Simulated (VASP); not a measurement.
# GaAs (F-43m) in VASP: further runs

Runs on GaAs. Level: LDA. Tasks: single point.

All numbers are computed with VASP 6.6.1; they aren't measurements. Logs are shortened: lines on timing, memory, paths and dates and some standing lists are left out, and cuts for length are marked.

**Measured values to compare with.**

From “Evidence of valence band perturbations in GaAsN/GaAs(001): A combined variable-angle spectroscopic ellipsometry and modulated photoreflectance investigation”, 2008, arxiv:0805.2212, for a bulk crystal of GaAs at 300 K: band gap 1.412 ± 0.01 eV (direct).

The runs below are set against these values where they give the same quantity.

## Step 1: The cell of the first run

Symmetry: F-43m, No. 216, cubic system. Conventional cell: a = 5.603 Å, b = 5.603 Å, c = 5.603 Å, α = 90.00°, β = 90.00°, γ = 90.00°. Within 3.2 Å of Ga (site symmetry -43m) lie 4 As at 2.43 Å. Within 3.2 Å of As (site symmetry -43m) lie 4 Ga at 2.43 Å.

## Step 2: Single point, LDA

INCAR reads:

```
PREC = Accurate
ENCUT = 510
EDIFF = 1E-6
ISMEAR = 0
SIGMA = 0.01
LREAL = False
LASPH = True
NELM = 120
ALGO = Normal
ISIF = 2
LWAVE = False
LCHARG = True
LELF = True
LVHAR = True
NBANDS = 21
GGA_COMPAT = False
```

KPOINTS reads:

```
Automatic mesh
0
Gamma
  12 12 12
```

POSCAR reads:

```
GaAs
1.0
    0.0000000000      2.8015748661      2.8015748661
    2.8015748661      0.0000000000      2.8015748661
    2.8015748661      2.8015748661      0.0000000000
Ga As
1 1
Direct
    0.0000000000      0.0000000000      0.0000000000
    0.7500000000      0.7500000000      0.7500000000
```

Potentials or basis: VASP PAW LDA potentials, release 64 (Ga_d, As_d).

Launch:

```console
cat potpaw_LDA.64/Ga_d/POTCAR potpaw_LDA.64/As_d/POTCAR > POTCAR
mpirun -np 1 vasp_std > vasp.out
```

OUTCAR:

```text
PREC = Accurate
   ENCUT = 510
   EDIFF = 1E-6
   ISMEAR = 0
   LREAL = False
   LASPH = True
   NELM = 120
   ISIF = 2

 ion  position               nearest neighbor table
   1  0.000  0.000  0.000-   2 2.43   2 2.43   2 2.43   2 2.43
   2  0.750  0.750  0.750-   1 2.43   1 2.43   1 2.43   1 2.43

  LATTYP: Found a face centered cubic cell.
 ALAT       =     5.6031497322

  Lattice vectors:

 A1 = (   0.0000000000,   2.8015748661,   2.8015748661)
 A2 = (   2.8015748661,   0.0000000000,   2.8015748661)
 A3 = (   2.8015748661,   2.8015748661,   0.0000000000)

Analysis of symmetry for initial positions (statically):
=====================================================================
 Subroutine PRICEL returns:
 Original cell was already a primitive cell.

 Routine SETGRP: Setting up the symmetry group for a
 face centered cubic supercell.

 Subroutine GETGRP returns: Found 24 space group operations
 (whereof 24 operations were pure point group operations)
 out of a pool of 48 trial point group operations.

The static configuration has the point symmetry T_d .

Analysis of symmetry for dynamics (positions and initial velocities):
=====================================================================
 Subroutine PRICEL returns:
 Original cell was already a primitive cell.

 Routine SETGRP: Setting up the symmetry group for a
 face centered cubic supercell.

 Subroutine GETGRP returns: Found 24 space group operations
 (whereof 24 operations were pure point group operations)
 out of a pool of 48 trial point group operations.

The dynamic configuration has the point symmetry T_d .

 Subroutine INISYM returns: Found 24 space group operations
 (whereof 24 operations are pure point group operations),
 and found     1 'primitive' translations

----------------------------------------------------------------------------------------

                                     Primitive cell

  volume of cell :      43.9781

  direct lattice vectors                    reciprocal lattice vectors
     0.000000000  2.801574866  2.801574866    -0.178471047  0.178471047  0.178471047
     2.801574866  0.000000000  2.801574866     0.178471047 -0.178471047  0.178471047
     2.801574866  2.801574866  0.000000000     0.178471047  0.178471047 -0.178471047

  length of vectors
     3.962025172  3.962025172  3.962025172     0.309120921  0.309120921  0.309120921

  position of ions in fractional coordinates (direct lattice)
     0.000000000  0.000000000  0.000000000
     0.750000000  0.750000000  0.750000000

  ion indices of the primitive-cell ions
   primitive index   ion index
                 1           1
                 2           2

----------------------------------------------------------------------------------------

 KPOINTS: Automatic mesh

Automatic generation of k-mesh.
 Grid dimensions read from file:
 generate k-points for:   12   12   12

 Generating k-lattice:

  Cartesian coordinates                     Fractional coordinates (reciprocal lattice)
    -0.014872587  0.014872587  0.014872587     0.083333333  0.000000000  0.000000000
     0.014872587 -0.014872587  0.014872587     0.000000000  0.083333333  0.000000000
     0.014872587  0.014872587 -0.014872587     0.000000000  0.000000000  0.083333333

  Length of vectors
     0.025760077  0.025760077  0.025760077

  Shift w.r.t. Gamma in fractional coordinates (k-lattice)
     0.000000000  0.000000000  0.000000000

 Subroutine IBZKPT returns following result:
 ===========================================

 Found     72 irreducible k-points:

 Following reciprocal coordinates:
            Coordinates               Weight
  0.000000  0.000000  0.000000      1.000000
  0.083333  0.000000  0.000000      8.000000
  0.166667  0.000000  0.000000      8.000000
  0.250000  0.000000  0.000000      8.000000
  0.333333  0.000000  0.000000      8.000000
  0.416667  0.000000  0.000000      8.000000
[... 16 lines left out ...]
  0.500000  0.166667  0.000000     24.000000
 -0.416667  0.166667  0.000000     24.000000
 [... further k-points ...]
   k-points           NKPTS =     72   k-points in BZ     NKDIM =     72   number of bands    NBANDS=     21
   number of dos      NEDOS =    301   number of ions     NIONS =      2
   total plane-waves  NPLWV =  27000
   dimension x,y,z NGX =    30 NGY =   30 NGZ =   30
   dimension x,y,z NGXF=    60 NGYF=   60 NGZF=   60
   ions per type =               1   1
   NGX,Y,Z   is equivalent  to a cutoff of  12.59, 12.59, 12.59 a.u.
   NGXF,Y,Z  is equivalent  to a cutoff of  25.18, 25.18, 25.18 a.u.
 SYSTEM =  unknown system
   PREC   = accura    normal or accurate (medium, high low for compatibility)
   ISTART =      0    job   : 0-new  1-cont  2-samecut
   ICHARG =      2    charge: 1-file 2-atom 10-const
   ISPIN  =      1    spin polarized calculation?
   LNONCOLLINEAR =      F non collinear calculations
   LSORBIT =      F    spin-orbit coupling
   LASPH  =      T    aspherical Exc in radial PAW
   ENCUT  =  510.0 eV  37.48 Ry    6.12 a.u.   7.30  7.30  7.30*2*pi/ulx,y,z
   NELM   =    120;   NELMIN=  2; NELMDL= -5     # of ELM steps
   EDIFF  = 0.1E-05   stopping-criterion for ELM
   LREAL  =      F    real-space projection
   EDIFFG = 0.1E-04   stopping-criterion for IOM
   NSW    =      0    number of steps for IOM
   IBRION =     -1    ionic relax: 0-MD 1-quasi-New 2-CG
   NFREE  =      0    steps in history (QN), initial steepest desc. (CG)
   ISIF   =      2    stress and relaxation
   ISYM   =      2    0-nonsym 1-usesym 2-fastsym
   POTIM  = 0.5000    time-step for ionic-motion
   TEBEG  =    0.0;   TEEND  =   0.0 temperature during run
   PSTRESS=    0.0 pullay stress
   NELECT =      28.0000    total number of electrons
   NUPDOWN=      -1.0000    fix difference up-down
   EMIN   =  10.00;   EMAX   =-10.00  energy-range for DOS
   EFERMI =   0.00;   METHOD = LEGACY
   ISMEAR =     0;   SIGMA  =   0.01  broadening in eV -4-tet -1-fermi 0-gaus
   EFERMI_NEDOS =   21; number of points for ismear=-14 and -15
   IALGO  =     38    algorithm
   IMIX   =      4    mixing-type and parameters
     AMIX     =   0.40;   BMIX     =  1.00
     AMIX_MAG =   1.60;   BMIX_MAG =  1.00
  volume/ion in A,a.u.               =      21.99       148.39
  Fermi-wavevector in a.u.,A,eV,Ry     =   1.408365  2.661424 26.987053  1.983492
  Thomas-Fermi vector in A             =   2.530530
   LORBIT       =      0    0 simple, 1 ext, 2 COOP (PROOUT), +10 PAW based schemes
   GGA     = CA    functional components
   LHFCALC =     F    Hartree Fock is set to
   AEXX    =    0.0000 exact exchange contribution
   IVDW    =     0    specifies the selected vdW correction
   LEPSILON=     F    determine dielectric tensor
   LRPA    =     F    only Hartree local field effects (RPA)
 non-spin polarized calculation
 Gauss-broadening in eV      SIGMA  =   0.01
  energy-cutoff  :      510.00
  volume of cell :       43.98
 maximum number of plane-waves:      1174
 NGX is ok and might be reduce to    30
   NGX = 15   NGY = 15   NGZ = 15

 number of electron      28.0000020 magnetization

 Free energy of the ion-electron system (eV)
  ---------------------------------------------------
  ext. energy  EPLUGINS =         0.00000000
  ---------------------------------------------------
  free energy    TOTEN  =        -9.64527562 eV

  energy without entropy =       -9.64527562  energy(sigma->0) =       -9.64527562

 E-fermi :   3.3192     XC(G=0): -10.4359

 val. band max:        3.2222482850   @ k =   0.0000   0.0000   0.0000
 cond. band min:       3.7510919149   @ k =   0.0000   0.0000   0.0000
 fundamental gap:      0.5288436298
 Fermi energy:         3.3192103155

 k-point     1 :       0.0000    0.0000    0.0000
  band No.  band energies     occupation
      1     -32.0979      2.00000
      2     -32.0979      2.00000
      3     -32.0979      2.00000
      4     -32.0862      2.00000
      5     -32.0862      2.00000
      6     -11.7488      2.00000
[... 13 lines left out ...]
     20      13.5352      0.00000
     21      13.5352      0.00000

 k-point     2 :       0.0833    0.0000    0.0000
  band No.  band energies     occupation
      1     -32.0979      2.00000
      2     -32.0978      2.00000
      3     -32.0978      2.00000
      4     -32.0862      2.00000
      5     -32.0862      2.00000
      6     -11.7557      2.00000
[... 13 lines left out ...]
     20      12.9179      0.00000
     21      12.9179      0.00000

 k-point     3 :       0.1667    0.0000    0.0000
  band No.  band energies     occupation
      1     -32.0978      2.00000
      2     -32.0976      2.00000
      3     -32.0976      2.00000
      4     -32.0862      2.00000
      5     -32.0862      2.00000
      6     -11.7735      2.00000
[... 13 lines left out ...]
     20      12.3328      0.00000
     21      12.3328      0.00000

 k-point     4 :       0.2500    0.0000    0.0000
  band No.  band energies     occupation
      1     -32.0978      2.00000
      2     -32.0974      2.00000
      3     -32.0974      2.00000
      4     -32.0861      2.00000
      5     -32.0861      2.00000
      6     -11.7958      2.00000
[... 13 lines left out ...]
     20      12.3131      0.00000
     21      12.3131      0.00000

 k-point     5 :       0.3333    0.0000    0.0000
  band No.  band energies     occupation
      1     -32.0977      2.00000
      2     -32.0971      2.00000
      3     -32.0971      2.00000
      4     -32.0860      2.00000
      5     -32.0860      2.00000
      6     -11.8163      2.00000
[... 13 lines left out ...]
     20      12.9742      0.00000
     21      12.9742      0.00000

 k-point     6 :       0.4167    0.0000    0.0000
  band No.  band energies     occupation
      1     -32.0977      2.00000
      2     -32.0970      2.00000
      3     -32.0970      2.00000
      4     -32.0860      2.00000
      5     -32.0860      2.00000
      6     -11.8304      2.00000
[... 13 lines left out ...]
     20      14.1573      0.00000
     21      14.1573      0.00000

 k-point     7 :       0.5000    0.0000    0.0000
  band No.  band energies     occupation
      1     -32.0977      2.00000
      2     -32.0969      2.00000
      3     -32.0969      2.00000
      4     -32.0860      2.00000
      5     -32.0860      2.00000
      6     -11.8353      2.00000
[... 13 lines left out ...]
     20      15.2316      0.00000
     21      15.2316      0.00000
[... 291 lines left out ...]
      1     -32.0982      2.00000
      2     -32.0971      2.00000
      3     -32.0971      2.00000
      4     -32.0864      2.00000
      5     -32.0858      2.00000
      6     -11.8031      2.00000
[... 13 lines left out ...]
     20      13.7075      0.00000
     21      13.9859      0.00000

 k-point    21 :       0.3333    0.1667    0.0000
  band No.  band energies     occupation
      1     -32.0981      2.00000
      2     -32.0970      2.00000
      3     -32.0969      2.00000
      4     -32.0864      2.00000
      5     -32.0858      2.00000
      6     -11.8195      2.00000
[... 13 lines left out ...]
     20      13.9696      0.00000
     21      14.3029      0.00000

 k-point    22 :       0.4167    0.1667    0.0000
  band No.  band energies     occupation
      1     -32.0980      2.00000
      2     -32.0969      2.00000
      3     -32.0967      2.00000
      4     -32.0863      2.00000
      5     -32.0857      2.00000
      6     -11.8325      2.00000
[... 13 lines left out ...]
     20      14.2301      0.00000
     21      15.1855      0.00000

 k-point    23 :       0.5000    0.1667    0.0000
  band No.  band energies     occupation
      1     -32.0977      2.00000
      2     -32.0969      2.00000
      3     -32.0966      2.00000
      4     -32.0862      2.00000
      5     -32.0858      2.00000
      6     -11.8398      2.00000
[... 13 lines left out ...]
     20      14.8168      0.00000
     21      15.2690      0.00000

 k-point    24 :      -0.4167    0.1667    0.0000
  band No.  band energies     occupation
      1     -32.0976      2.00000
      2     -32.0969      2.00000
      3     -32.0967      2.00000
      4     -32.0861      2.00000
      5     -32.0859      2.00000
      6     -11.8398      2.00000
[... 13 lines left out ...]
     20      13.7038      0.00000
     21      14.3510      0.00000

 [... further k-points ...]
[... 5 lines left out ...]
  --------------------------------------------------------------------------------------
  -------------------------------------------------------------------------------------
  Total        0.0460586      0.0460586      0.0460586     -0.0000000      0.0000000     -0.0000000
  in kB        1.6779710      1.6779710      1.6779710     -0.0000000      0.0000000     -0.0000000
  external PRESSURE =       1.6779710 kB  Pullay stress =       0.0000000 kB

 VOLUME and BASIS-vectors are now :
 -----------------------------------------------------------------------------
  energy-cutoff  :      510.00
  volume of cell :       43.98
      direct lattice vectors                 reciprocal lattice vectors
     0.000000000  2.801574866  2.801574866    -0.178471047  0.178471047  0.178471047
     2.801574866  0.000000000  2.801574866     0.178471047 -0.178471047  0.178471047
     2.801574866  2.801574866  0.000000000     0.178471047  0.178471047 -0.178471047

 POSITION                                       TOTAL-FORCE (eV/Angst)
 -----------------------------------------------------------------------------------
      0.00000      0.00000      0.00000        -0.000000     -0.000000     -0.000000
      4.20236      4.20236      4.20236         0.000000      0.000000      0.000000
 -----------------------------------------------------------------------------------
    total drift:                                0.000001      0.000001      0.000001

  FREE ENERGIE OF THE ION-ELECTRON SYSTEM (eV)
  ---------------------------------------------------
  free  energy   TOTEN  =        -9.6452756241 eV

  energy  without entropy=       -9.6452756241  energy(sigma->0) =       -9.64527562
```

Run time: 81 s. Hardware: 1 thread of AMD EPYC 7R43 (Zen 3), shared host; peak memory 0.15 GiB.

What came out:

* Free energy: -9.6453 eV
* Pressure: 0.2 GPa
* Band gap on the k mesh: 0.53 eV

Caveat: semilocal functionals underestimate gaps, and a narrow one can read as zero. A k mesh can miss the band edges.

[end of part 1 of 2]
